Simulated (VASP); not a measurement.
# SrInH3 (P4/mmm) in VASP: single point with PBE

Aim: the single point of SrInH3 with PBE.

Everything below comes from runs of VASP 6.6.1. Logs are shortened: lines on timing, memory, paths and dates and some standing lists are left out, and cuts for length are marked.

## (1) The cell of the first run

The structure is tetragonal, space group P4/mmm (No. 123). Conventional cell: a = 4.732 Å, b = 4.732 Å, c = 4.176 Å, α = 90.00°, β = 90.00°, γ = 90.00°. Sr (site symmetry 4/mmm) has 12 H at 3.16 to 3.35 Å and 8 In at 3.94 Å and 2 Sr at 4.18 Å within 4.2 Å. In (site symmetry 4/mmm) has 6 H at 2.09 to 2.37 Å within 2.8 Å. H (site symmetry 4/mmm) has 2 In at 2.09 Å within 2.8 Å. H (site symmetry mmm) has 2 In at 2.37 Å within 3.1 Å.

## (2) Single point, PBE

INCAR reads:

```
SYSTEM = SrInH3
PREC = Accurate
ENCUT = 520
EDIFF = 1E-7
ISMEAR = 0
SIGMA = 0.1
LREAL = .False.
LASPH = .True.
NELM = 80
ALGO = Normal
ISIF = 2
LWAVE = .False.
LCHARG = .False.
GGA = PE
NBANDS = 21
```

KPOINTS reads:

```
regular mesh
0
Gamma
  4 4 4
  0 0 0
```

POSCAR reads:

```
SrInH3
1.0
    4.7319846900      0.0000000000      0.0000000000
    0.0000000000      4.7319846900      0.0000000000
    0.0000000000      0.0000000000      4.1764696800
Sr In H
1 1 3
Direct
    0.5000000000      0.5000000000      0.0000000000
    0.0000000000      0.0000000000      0.5000000000
    0.0000000000      0.0000000000      0.0000000000
    0.0000000000      0.5000000000      0.5000000000
    0.5000000000      0.0000000000      0.5000000000
```

Potentials or basis: VASP PAW PBE potentials, release 64 (Sr_sv, In_d, H).

The run is started by

```
$ cat potpaw_PBE.64/Sr_sv/POTCAR potpaw_PBE.64/In_d/POTCAR potpaw_PBE.64/H/POTCAR > POTCAR
$ mpirun -np 1 vasp_std > vasp.out
```

OUTCAR:

```text
SYSTEM = SrInH3
   PREC = Accurate
   ENCUT = 520
   EDIFF = 1E-7
   ISMEAR = 0
   LREAL = .False.
   LASPH = .True.
   NELM = 80
   ISIF = 2
   GGA = PE

 ion  position               nearest neighbor table
   1  0.500  0.500  0.000-   2 3.94   2 3.94   2 3.94   2 3.94   2 3.94   2 3.94   2 3.94   2 3.94

   2  0.000  0.000  0.500-   3 2.09   3 2.09   5 2.37   4 2.37   4 2.37   5 2.37   1 3.94   1 3.94
                             1 3.94   1 3.94   1 3.94   1 3.94   1 3.94   1 3.94
   3  0.000  0.000  0.000-   2 2.09   2 2.09
   4  0.000  0.500  0.500-   2 2.37   2 2.37
   5  0.500  0.000  0.500-   2 2.37   2 2.37

  LATTYP: Found a simple tetragonal cell.
 ALAT       =     4.7319846900
 C/A-ratio  =     0.8826042250

  Lattice vectors:

 A1 = (   4.7319846900,   0.0000000000,   0.0000000000)
 A2 = (   0.0000000000,   4.7319846900,   0.0000000000)
 A3 = (   0.0000000000,   0.0000000000,   4.1764696800)

Analysis of symmetry for initial positions (statically):
=====================================================================
 Subroutine PRICEL returns:
 Original cell was already a primitive cell.

 Routine SETGRP: Setting up the symmetry group for a
 simple tetragonal supercell.

 Subroutine GETGRP returns: Found 16 space group operations
 (whereof 16 operations were pure point group operations)
 out of a pool of 16 trial point group operations.

The static configuration has the point symmetry D_4h.

Analysis of symmetry for dynamics (positions and initial velocities):
=====================================================================
 Subroutine PRICEL returns:
 Original cell was already a primitive cell.

 Routine SETGRP: Setting up the symmetry group for a
 simple tetragonal supercell.

 Subroutine GETGRP returns: Found 16 space group operations
 (whereof 16 operations were pure point group operations)
 out of a pool of 16 trial point group operations.

The dynamic configuration has the point symmetry D_4h.

 Subroutine INISYM returns: Found 16 space group operations
 (whereof 16 operations are pure point group operations),
 and found     1 'primitive' translations

----------------------------------------------------------------------------------------

                                     Primitive cell

  volume of cell :      93.5182

[... 86 lines left out ...]
   NELM   =     80;   NELMIN=  2; NELMDL= -5     # of ELM steps
   EDIFF  = 0.1E-06   stopping-criterion for ELM
   LREAL  =      F    real-space projection
   EDIFFG = 0.1E-05   stopping-criterion for IOM
   NSW    =      0    number of steps for IOM
   IBRION =     -1    ionic relax: 0-MD 1-quasi-New 2-CG
   NFREE  =      0    steps in history (QN), initial steepest desc. (CG)
   ISIF   =      2    stress and relaxation
   ISYM   =      2    0-nonsym 1-usesym 2-fastsym
   POTIM  = 0.5000    time-step for ionic-motion
   TEBEG  =    0.0;   TEEND  =   0.0 temperature during run
   PSTRESS=    0.0 pullay stress
   NELECT =      26.0000    total number of electrons
   NUPDOWN=      -1.0000    fix difference up-down
   EMIN   =  10.00;   EMAX   =-10.00  energy-range for DOS
   EFERMI =   0.00;   METHOD = LEGACY
   ISMEAR =     0;   SIGMA  =   0.10  broadening in eV -4-tet -1-fermi 0-gaus
   EFERMI_NEDOS =   21; number of points for ismear=-14 and -15
   IALGO  =     38    algorithm
   IMIX   =      4    mixing-type and parameters
     AMIX     =   0.40;   BMIX     =  1.00
     AMIX_MAG =   1.60;   BMIX_MAG =  1.00
  volume/ion in A,a.u.               =      18.70       126.22
  Fermi-wavevector in a.u.,A,eV,Ry     =   1.068482  2.019139 15.533148  1.141654
  Thomas-Fermi vector in A             =   2.204132
   LORBIT       =      0    0 simple, 1 ext, 2 COOP (PROOUT), +10 PAW based schemes
   GGA     = PE    functional components
   LHFCALC =     F    Hartree Fock is set to
   AEXX    =    0.0000 exact exchange contribution
   IVDW    =     0    specifies the selected vdW correction
   LEPSILON=     F    determine dielectric tensor
   LRPA    =     F    only Hartree local field effects (RPA)
 non-spin polarized calculation
 Gauss-broadening in eV      SIGMA  =   0.10
  energy-cutoff  :      520.00
  volume of cell :       93.52
 maximum number of plane-waves:      2544
 NGX is ok and might be reduce to    36
   NGX = 17   NGY = 17   NGZ = 15

 number of electron      26.0000010 magnetization

 Free energy of the ion-electron system (eV)
  ---------------------------------------------------
  ext. energy  EPLUGINS =         0.00000000
  ---------------------------------------------------
  free energy    TOTEN  =       -13.54156680 eV

  energy without entropy =      -13.53088801  energy(sigma->0) =      -13.53622740

 E-fermi :   3.7280     XC(G=0):  -8.3606

 val. band max:        3.7218115326   @ k =   0.0000   0.0000   0.2500
 cond. band min:       3.7914656789   @ k =   0.2500   0.2500   0.0000
 fundamental gap:      0.0696541463
 Fermi energy:         3.7279607205

 k-point     1 :       0.0000    0.0000    0.0000
  band No.  band energies     occupation
      1     -33.9794      2.00000
      2     -15.9238      2.00000
      3     -15.9238      2.00000
      4     -15.8302      2.00000
      5     -11.2885      2.00000
      6     -11.1804      2.00000
[... 421 lines left out ...]
     20       7.4101      0.00000
     21       7.4101      0.00000

------------------------ aborting loop because EDIFF is reached ----------------------------------------

  FORCE on cell =-STRESS in cart. coord.  units (eV):
  Direction    XX          YY          ZZ          XY          YZ          ZX
  --------------------------------------------------------------------------------------
  -------------------------------------------------------------------------------------
  Total       -1.9041660     -1.9041660     -2.7342210      0.0000000      0.0000000      0.0000000
  in kB      -32.6226626    -32.6226626    -46.8433775      0.0000000      0.0000000      0.0000000
  external PRESSURE =     -37.3629009 kB  Pullay stress =       0.0000000 kB

 VOLUME and BASIS-vectors are now :
 -----------------------------------------------------------------------------
  energy-cutoff  :      520.00
  volume of cell :       93.52
      direct lattice vectors                 reciprocal lattice vectors
     4.731984690  0.000000000  0.000000000     0.211327818  0.000000000  0.000000000
     0.000000000  4.731984690  0.000000000     0.000000000  0.211327818  0.000000000
     0.000000000  0.000000000  4.176469680     0.000000000  0.000000000  0.239436672

 POSITION                                       TOTAL-FORCE (eV/Angst)
 -----------------------------------------------------------------------------------
      2.36599      2.36599      0.00000         0.000000      0.000000      0.000000
      0.00000      0.00000      2.08823         0.000000      0.000000      0.000000
      0.00000      0.00000      0.00000         0.000000      0.000000      0.000000
      0.00000      2.36599      2.08823         0.000000      0.000000      0.000000
      2.36599      0.00000      2.08823         0.000000      0.000000      0.000000
 -----------------------------------------------------------------------------------
    total drift:                                0.000000      0.000000      0.000000

  FREE ENERGIE OF THE ION-ELECTRON SYSTEM (eV)
  ---------------------------------------------------
  free  energy   TOTEN  =       -13.5415668004 eV

  energy  without entropy=      -13.5308880081  energy(sigma->0) =      -13.53622740
```

OSZICAR:

```text
N       E                     dE             d eps       ncg     rms          rms(c)
DAV:   1     0.185222646897E+03    0.18522E+03   -0.11636E+04   756   0.122E+03
DAV:   2     0.165956695917E+01   -0.18356E+03   -0.17697E+03   776   0.322E+02
DAV:   3    -0.137544693423E+02   -0.15414E+02   -0.15249E+02  1191   0.887E+01
DAV:   4    -0.143697269649E+02   -0.61526E+00   -0.60059E+00  1113   0.128E+01
DAV:   5    -0.143993588702E+02   -0.29632E-01   -0.29623E-01  1076   0.230E+00    0.754E+00
DAV:   6    -0.136829161988E+02    0.71644E+00   -0.61266E-01   999   0.524E+00    0.457E+00
DAV:   7    -0.135376117401E+02    0.14530E+00   -0.69107E-01  1015   0.414E+00    0.204E+00
DAV:   8    -0.135436343509E+02   -0.60226E-02   -0.87586E-02  1008   0.192E+00    0.372E-01
DAV:   9    -0.135412663392E+02    0.23680E-02   -0.76778E-03  1082   0.696E-01    0.282E-01
DAV:  10    -0.135415899052E+02   -0.32357E-03   -0.12370E-03   986   0.213E-01    0.149E-01
DAV:  11    -0.135415681047E+02    0.21801E-04   -0.41940E-04   980   0.156E-01    0.281E-02
DAV:  12    -0.135415661189E+02    0.19858E-05   -0.34157E-05   951   0.269E-02    0.140E-02
DAV:  13    -0.135415671596E+02   -0.10407E-05   -0.48671E-06   987   0.135E-02    0.733E-03
DAV:  14    -0.135415668625E+02    0.29706E-06   -0.51891E-07   941   0.545E-03    0.166E-03
DAV:  15    -0.135415668004E+02    0.62127E-07   -0.13873E-07   719   0.212E-03
   1 F= -.13541567E+02 E0= -.13536227E+02  d E =-.106788E-01
```

stdout:

```text
POSCAR found type information on POSCAR SrInH
 POSCAR found :  3 types and       5 ions
 scaLAPACK will be used
 LDA part: xc-table for (Slater+PW92), standard interpolation
 POSCAR, INCAR and KPOINTS ok, starting setup
 FFT: planning ... GRIDC
 FFT: planning ... GRID_SOFT
 FFT: planning ... GRID
 WAVECAR not read
 entering main loop
```

Run time: 53 s. Hardware: 1 thread of Intel Xeon 6975P-C, shared host; peak memory 0.21 GiB.

Results:

```
Free energy            : -13.5416 eV
Pressure               : -3.7 GPa
Band gap on the k mesh : zero (band 13 reaches 3.87 eV, above the bottom of band 14 at 3.18 eV)
```

Stress tensor (GPa, compression positive):
```
-3.26  0.00  0.00
 0.00 -3.26  0.00
 0.00  0.00 -4.68
```

Caveat: the k points lie up to 0.38 Å⁻¹ apart; spin-orbit coupling is left out, which moves the levels of the heavy elements.
